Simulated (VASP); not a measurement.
A run of VASP 6.6.1 is set up as follows.

Contents of INCAR:

```
SYSTEM = HfO2
  PREC = Accurate
  ENCUT = 520
  EDIFF = 1E-6
  ISMEAR = -1
  SIGMA = 0.02
  LREAL = .False.
  LASPH = .True.
  NELM = 60
  ALGO = Normal
  ISIF = 2
  LWAVE = .False.
  LCHARG = .True.
  GGA = PS
  LELF = .True.
  LVHAR = .True.
  NBANDS = 31
```

File KPOINTS:

```
Automatic mesh
0
Gamma
  6 6 4
  0 0 0
```

The input POSCAR:

```
HfO2
1.0
    3.5670962752      0.0000000000      0.0000000000
    0.0000000000      3.5670962752      0.0000000000
    0.0000000000      0.0000000000      5.1660594455
Hf O
2 4
Direct
    0.0000000000      0.0000000000      0.0000000000
    0.5000000000      0.5000000000      0.5000000000
    0.0000000000      0.5000000000      0.2999008886
    0.0000000000      0.5000000000      0.7999008886
    0.5000000000      0.0000000000      0.7000991114
    0.5000000000      0.0000000000      0.2000991114
```

Potentials or basis: VASP PAW PBE potentials, release 64 (Hf_pv, O).

Command:

```console
$ cat potpaw_PBE.64/Hf_pv/POTCAR potpaw_PBE.64/O/POTCAR > POTCAR
$ mpirun -np 1 vasp_std > vasp.out
```

**Question.** What does it give for the band gap on the k mesh?

**Answer.** 4.57 eV, indirect (least direct gap 4.65 eV).

**Question.** What does it give for the largest force?

**Answer.** 0.029 eV/Å.

**Question.** What does it give for the pressure?

**Answer.** -3.3 GPa.

Forces on the atoms (eV/Å):
```
Hf   0.000  0.000  0.000
Hf   0.000  0.000  0.000
O    0.000  0.000  0.029
O    0.000  0.000  0.029
O    0.000  0.000 -0.029
O    0.000  0.000 -0.029
```

Caveat: the PAW data sets were made with another functional, which shifts forces and pressure a little; spin-orbit coupling is left out, which moves the levels of the heavy elements. A k mesh can miss the band edges.
